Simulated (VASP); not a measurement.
# AlN (F-43m) in VASP: a series of runs, part 2 of 2

VASP 6.6.1. Earlier steps stand in the parts before.

## Step 4: Single point, PBE

This run uses another cell than the first one, of 10.42 Å³/atom, 1.009 times its volume.

INCAR

```
SYSTEM = AlN
PREC     = Accurate       ! precision mode
ENCUT    = 520            ! plane-wave cutoff, eV
EDIFF    = 1E-6           ! SCF threshold, eV
ISMEAR   = 0              ! smearing method
SIGMA    = 0.03           ! smearing width, eV
LREAL    = .FALSE.        ! projectors in reciprocal space
LASPH    = .TRUE.         ! aspherical terms in the spheres
NELM     = 100            ! most SCF steps
ALGO     = Normal         ! electronic algorithm
ISIF     = 2              ! what is computed and relaxed
LWAVE    = .FALSE.        ! write WAVECAR
LCHARG   = .TRUE.         ! write CHGCAR
GGA      = PE             ! functional
LELF     = .TRUE.         ! ELF
LVHAR    = .TRUE.       
NBANDS   = 11             ! bands
```

KPOINTS

```
Automatic mesh
0
G
  10 10 10
  0 0 0
```

POSCAR

```
AlN
1.0
    0.0000000000      2.1839935596      2.1839935596
    2.1839935596      0.0000000000      2.1839935596
    2.1839935596      2.1839935596      0.0000000000
Al N
1 1
Direct
    0.0000000000      0.0000000000      0.0000000000
    0.2500000000      0.2500000000      0.2500000000
```

Potentials or basis: VASP PAW PBE potentials, release 64 (Al, N).

Command:

```console
$ cat potpaw_PBE.64/Al/POTCAR potpaw_PBE.64/N/POTCAR > POTCAR
$ mpirun -np 1 vasp_std > vasp.out
```

OUTCAR:

```text
SYSTEM = AlN
   PREC = Accurate
   ENCUT = 520
   EDIFF = 1E-6
   ISMEAR = 0
   LREAL = .FALSE.
   LASPH = .TRUE.
   NELM = 100
   ISIF = 2
   GGA = PE

 ion  position               nearest neighbor table
   1  0.000  0.000  0.000-   2 1.89   2 1.89   2 1.89   2 1.89
   2  0.250  0.250  0.250-   1 1.89   1 1.89   1 1.89   1 1.89

  LATTYP: Found a face centered cubic cell.
 ALAT       =     4.3679871192

  Lattice vectors:

 A1 = (   0.0000000000,   2.1839935596,   2.1839935596)
 A2 = (   2.1839935596,   0.0000000000,   2.1839935596)
 A3 = (   2.1839935596,   2.1839935596,   0.0000000000)

Analysis of symmetry for initial positions (statically):
=====================================================================
 Subroutine PRICEL returns:
 Original cell was already a primitive cell.

 Routine SETGRP: Setting up the symmetry group for a
 face centered cubic supercell.

 Subroutine GETGRP returns: Found 24 space group operations
 (whereof 24 operations were pure point group operations)
 out of a pool of 48 trial point group operations.

The static configuration has the point symmetry T_d .

Analysis of symmetry for dynamics (positions and initial velocities):
=====================================================================
 Subroutine PRICEL returns:
 Original cell was already a primitive cell.

 Routine SETGRP: Setting up the symmetry group for a
 face centered cubic supercell.

 Subroutine GETGRP returns: Found 24 space group operations
 (whereof 24 operations were pure point group operations)
 out of a pool of 48 trial point group operations.

The dynamic configuration has the point symmetry T_d .

 Subroutine INISYM returns: Found 24 space group operations
 (whereof 24 operations are pure point group operations),
 and found     1 'primitive' translations

----------------------------------------------------------------------------------------

                                     Primitive cell

  volume of cell :      20.8345

  direct lattice vectors                    reciprocal lattice vectors
     0.000000000  2.183993560  2.183993560    -0.228938404  0.228938404  0.228938404
     2.183993560  0.000000000  2.183993560     0.228938404 -0.228938404  0.228938404
     2.183993560  2.183993560  0.000000000     0.228938404  0.228938404 -0.228938404

  length of vectors
     3.088633312  3.088633312  3.088633312     0.396532948  0.396532948  0.396532948

  position of ions in fractional coordinates (direct lattice)
     0.000000000  0.000000000  0.000000000
     0.250000000  0.250000000  0.250000000

  ion indices of the primitive-cell ions
   primitive index   ion index
                 1           1
                 2           2

----------------------------------------------------------------------------------------

 KPOINTS: Automatic mesh

Automatic generation of k-mesh.
 Grid dimensions read from file:
 generate k-points for:   10   10   10

 Generating k-lattice:

  Cartesian coordinates                     Fractional coordinates (reciprocal lattice)
    -0.022893840  0.022893840  0.022893840     0.100000000  0.000000000  0.000000000
     0.022893840 -0.022893840  0.022893840     0.000000000  0.100000000  0.000000000
     0.022893840  0.022893840 -0.022893840     0.000000000  0.000000000  0.100000000

  Length of vectors
     0.039653295  0.039653295  0.039653295

  Shift w.r.t. Gamma in fractional coordinates (k-lattice)
     0.000000000  0.000000000  0.000000000

 Subroutine IBZKPT returns following result:
 ===========================================

 Found     47 irreducible k-points:

 Following reciprocal coordinates:
            Coordinates               Weight
  0.000000  0.000000  0.000000      1.000000
  0.100000  0.000000  0.000000      8.000000
  0.200000  0.000000  0.000000      8.000000
  0.300000  0.000000  0.000000      8.000000
  0.400000  0.000000  0.000000      8.000000
  0.500000  0.000000  0.000000      4.000000
[... 16 lines left out ...]
  0.300000  0.300000  0.000000      6.000000
  0.400000  0.300000  0.000000     24.000000
 [... further k-points ...]
   k-points           NKPTS =     47   k-points in BZ     NKDIM =     47   number of bands    NBANDS=     11
   number of dos      NEDOS =    301   number of ions     NIONS =      2
   total plane-waves  NPLWV =  13824
   dimension x,y,z NGX =    24 NGY =   24 NGZ =   24
   dimension x,y,z NGXF=    48 NGYF=   48 NGZF=   48
   ions per type =               1   1
   NGX,Y,Z   is equivalent  to a cutoff of  12.92, 12.92, 12.92 a.u.
   NGXF,Y,Z  is equivalent  to a cutoff of  25.84, 25.84, 25.84 a.u.
 SYSTEM =  AlN
   PREC   = accura    normal or accurate (medium, high low for compatibility)
   ISTART =      0    job   : 0-new  1-cont  2-samecut
   ICHARG =      2    charge: 1-file 2-atom 10-const
   ISPIN  =      1    spin polarized calculation?
   LNONCOLLINEAR =      F non collinear calculations
   LSORBIT =      F    spin-orbit coupling
   LASPH  =      T    aspherical Exc in radial PAW
   ENCUT  =  520.0 eV  38.22 Ry    6.18 a.u.   5.74  5.74  5.74*2*pi/ulx,y,z
   NELM   =    100;   NELMIN=  2; NELMDL= -5     # of ELM steps
   EDIFF  = 0.1E-05   stopping-criterion for ELM
   LREAL  =      F    real-space projection
   EDIFFG = 0.1E-04   stopping-criterion for IOM
   NSW    =      0    number of steps for IOM
   IBRION =     -1    ionic relax: 0-MD 1-quasi-New 2-CG
   NFREE  =      0    steps in history (QN), initial steepest desc. (CG)
   ISIF   =      2    stress and relaxation
   ISYM   =      2    0-nonsym 1-usesym 2-fastsym
   POTIM  = 0.5000    time-step for ionic-motion
   TEBEG  =    0.0;   TEEND  =   0.0 temperature during run
   PSTRESS=    0.0 pullay stress
   NELECT =       8.0000    total number of electrons
   NUPDOWN=      -1.0000    fix difference up-down
   EMIN   =  10.00;   EMAX   =-10.00  energy-range for DOS
   EFERMI =   0.00;   METHOD = LEGACY
   ISMEAR =     0;   SIGMA  =   0.03  broadening in eV -4-tet -1-fermi 0-gaus
   EFERMI_NEDOS =   21; number of points for ismear=-14 and -15
   IALGO  =     38    algorithm
   IMIX   =      4    mixing-type and parameters
     AMIX     =   0.40;   BMIX     =  1.00
     AMIX_MAG =   1.60;   BMIX_MAG =  1.00
  volume/ion in A,a.u.               =      10.42        70.30
  Fermi-wavevector in a.u.,A,eV,Ry     =   1.189899  2.248583 19.263943  1.415860
  Thomas-Fermi vector in A             =   2.325996
   LORBIT       =      0    0 simple, 1 ext, 2 COOP (PROOUT), +10 PAW based schemes
   GGA     = PE    functional components
   LHFCALC =     F    Hartree Fock is set to
   AEXX    =    0.0000 exact exchange contribution
   IVDW    =     0    specifies the selected vdW correction
   LEPSILON=     F    determine dielectric tensor
   LRPA    =     F    only Hartree local field effects (RPA)
 non-spin polarized calculation
 Gauss-broadening in eV      SIGMA  =   0.03
  energy-cutoff  :      520.00
  volume of cell :       20.83
 maximum number of plane-waves:       571
   NGX = 11   NGY = 11   NGZ = 11

 number of electron       8.0000000 magnetization

 Free energy of the ion-electron system (eV)
  ---------------------------------------------------
  ext. energy  EPLUGINS =         0.00000000
  ---------------------------------------------------
  free energy    TOTEN  =       -14.84044915 eV

  energy without entropy =      -14.84044915  energy(sigma->0) =      -14.84044915

 E-fermi :   6.1218     XC(G=0): -10.9337

 val. band max:        5.9700078204   @ k =   0.0000   0.0000   0.0000
 cond. band min:       9.2877574328   @ k =   0.5000   0.5000   0.0000
 fundamental gap:      3.3177496124
 Fermi energy:         6.1218373500

 k-point     1 :       0.0000    0.0000    0.0000
  band No.  band energies     occupation
      1      -9.0107      2.00000
      2       5.9700      2.00000
      3       5.9700      2.00000
      4       5.9700      2.00000
      5      10.1659      0.00000
      6      18.5304      0.00000
      7      18.5304      0.00000
      8      18.5304      0.00000
      9      23.6587      0.00000
     10      23.6587      0.00000
     11      25.0606      0.00000
[... 309 lines left out ...]
 k-point    24 :       0.4000    0.3000    0.0000
  band No.  band energies     occupation
      1      -7.0039      2.00000
      2       1.8217      2.00000
      3       4.2689      2.00000
      4       4.5674      2.00000
      5      10.8859      0.00000
      6      15.5056      0.00000
      7      18.2228      0.00000
      8      20.5588      0.00000
      9      21.0687      0.00000
     10      27.2834      0.00000
     11      29.5348      0.00000

 [... further k-points ...]

------------------------ aborting loop because EDIFF is reached ----------------------------------------

  FORCE on cell =-STRESS in cart. coord.  units (eV):
  Direction    XX          YY          ZZ          XY          YZ          ZX
  --------------------------------------------------------------------------------------
  -------------------------------------------------------------------------------------
  Total        0.5961647      0.5961647      0.5961647      0.0000000     -0.0000000      0.0000000
  in kB       45.8450834     45.8450834     45.8450834      0.0000000     -0.0000000      0.0000000
  external PRESSURE =      45.8450834 kB  Pullay stress =       0.0000000 kB

 VOLUME and BASIS-vectors are now :
 -----------------------------------------------------------------------------
  energy-cutoff  :      520.00
  volume of cell :       20.83
      direct lattice vectors                 reciprocal lattice vectors
     0.000000000  2.183993560  2.183993560    -0.228938404  0.228938404  0.228938404
     2.183993560  0.000000000  2.183993560     0.228938404 -0.228938404  0.228938404
     2.183993560  2.183993560  0.000000000     0.228938404  0.228938404 -0.228938404

 POSITION                                       TOTAL-FORCE (eV/Angst)
 -----------------------------------------------------------------------------------
      0.00000      0.00000      0.00000        -0.000000     -0.000000     -0.000000
      1.09200      1.09200      1.09200         0.000000      0.000000      0.000000
 -----------------------------------------------------------------------------------
    total drift:                                0.000000      0.000000      0.000000

  FREE ENERGIE OF THE ION-ELECTRON SYSTEM (eV)
  ---------------------------------------------------
  free  energy   TOTEN  =       -14.8404491513 eV

  energy  without entropy=      -14.8404491513  energy(sigma->0) =      -14.84044915
```

It took 24 s on 1 thread of AMD EPYC 7R13, shared host; peak memory 0.11 GiB.

Results:

| Property | Result |
| --- | --- |
| Free energy | -14.8404 eV |
| Pressure | 4.6 GPa |
| Band gap on the k mesh | 3.32 eV, indirect (least direct gap 4.20 eV) |

## Step 5: Relaxation of cell and atoms, BLYP+D4

This run uses another cell than the first one, of 10.42 Å³/atom, 1.009 times its volume.

INCAR

```
SYSTEM = AlN
PREC     = Accurate       ! precision mode
ENCUT    = 600            ! plane-wave cutoff, eV
EDIFF    = 1E-6           ! SCF threshold, eV
ISMEAR   = -1             ! smearing method
SIGMA    = 0.05           ! smearing width, eV
LREAL    = .FALSE.        ! projectors in reciprocal space
LASPH    = .TRUE.         ! aspherical terms in the spheres
NELM     = 80             ! most SCF steps
ALGO     = Normal         ! electronic algorithm
ISIF     = 3              ! what is computed and relaxed
LWAVE    = .FALSE.        ! write WAVECAR
LCHARG   = .FALSE.        ! write CHGCAR
GGA      = B5             ! functional
ALDAX    = 1.0          
AGGAX    = 1.0          
AGGAC    = 1.0          
ALDAC    = 0.0          
IVDW     = 13             ! dispersion correction
VDW_S6   = 1.0          
VDW_S8   = 2.34076671   
VDW_A1   = 0.44488865   
VDW_A2   = 4.0933009    
IBRION   = 2              ! ionic algorithm
NSW      = 60             ! ionic steps
EDIFFG   = -0.01          ! ionic threshold
```

KPOINTS

```
regular mesh
0
G
  10 10 10
  0 0 0
```

POSCAR is that of step 4.

Command:

```console
$ cat potpaw_PBE.64/Al/POTCAR potpaw_PBE.64/N/POTCAR > POTCAR
$ mpirun -np 1 vasp_std > vasp.out
```

Run time: 1.9 min. Hardware: 1 thread of AMD EPYC 7R13, shared host; peak memory 0.12 GiB.

The run converged. Its results:

- Free energy: -15.0611 eV
- Relaxed volume: 10.34 Å³/atom
- Relaxed cell: a = 3.081 Å, b = 3.081 Å, c = 3.081 Å, α = 60.00°, β = 60.00°, γ = 60.00°
- Space group after relaxing (to 0.05 Å): F-43m (No. 216)
- Energy gained by relaxing: 0.4 meV/atom
- Ionic steps: 4
- Pressure after relaxing: 0.0 GPa
- Band gap on the k mesh: 3.68 eV, indirect (least direct gap 4.55 eV)
- Dispersion energy per atom: -0.595 eV

The path:
| step | energy change (eV) | largest force (eV/Å) | pressure (GPa) | volume (Å³) |
| --- | --- | --- | --- | --- |
| 1 | 0.0000 | 0.0000 | -1.49 | 20.83 |
| 2 | -0.0017 | 0.0000 | 1.37 | 20.54 |
| 3 | -0.0020 | 0.0000 | 0.79 | 20.60 |
| 4 | -0.0007 | 0.0000 | -0.01 | 20.68 |

Final structure:
```xyz
2
Lattice="0.0000 2.1786 2.1786 2.1786 0.0000 2.1786 2.1786 2.1786 0.0000" Properties=species:S:1:pos:R:3 pbc="T T T"
Al    0.0000    0.0000    0.0000
N     1.0893    1.0893    1.0893
```

Levels at points of the mesh, in eV from the valence-band top:
```
           k point  band 2  band 3  band 4  band 5  band 6  band 7
(0.00, 0.00, 0.00)    0.00    0.00    0.00    4.55   12.69   12.69
(0.50, 0.00, 0.00)   -5.76   -0.48   -0.48    7.62   10.19   11.33
(0.50, 0.50, 0.00)   -4.85   -1.76   -1.76    3.68    8.84   14.12
```

Caveat: the PAW data sets were made with another functional, which shifts forces and pressure a little. A k mesh can miss the band edges.

## Step 6: Summary

| task | level | cell | cutoff (eV) | smearing | gap on the mesh (eV) | pressure (GPa) |
| --- | --- | --- | --- | --- | --- | --- |
| single point | BLYP+D4 | a = 3.079 Å, angles 60.0°, 2 atoms | 520 | fermi-dirac 0.05 eV | 3.68 | 0.5 |
| single point | PBE | a = 3.089 Å, angles 60.0°, 2 atoms | 520 | gaussian 0.029 eV | 3.32 | 4.6 |
| single point | PBE | a = 3.089 Å, angles 60.0°, 2 atoms | 520 | gaussian 0.03 eV | 3.32 | 4.6 |
| relaxation of cell and atoms | BLYP+D4 | relaxed from a = 3.089 Å, angles 60.0°, 2 atoms | 600 | fermi-dirac 0.05 eV | 3.68 | 0.0 |

Alike in all rows: potentials or basis VASP PAW PBE potentials, release 64 (Al, N); no spin polarisation; k mesh 10 × 10 × 10.

Caveats: the PAW data sets were made with another functional, which shifts forces and pressure a little (some runs).

Total energies depend on the potentials used, so only differences within one code and one set of settings carry meaning.
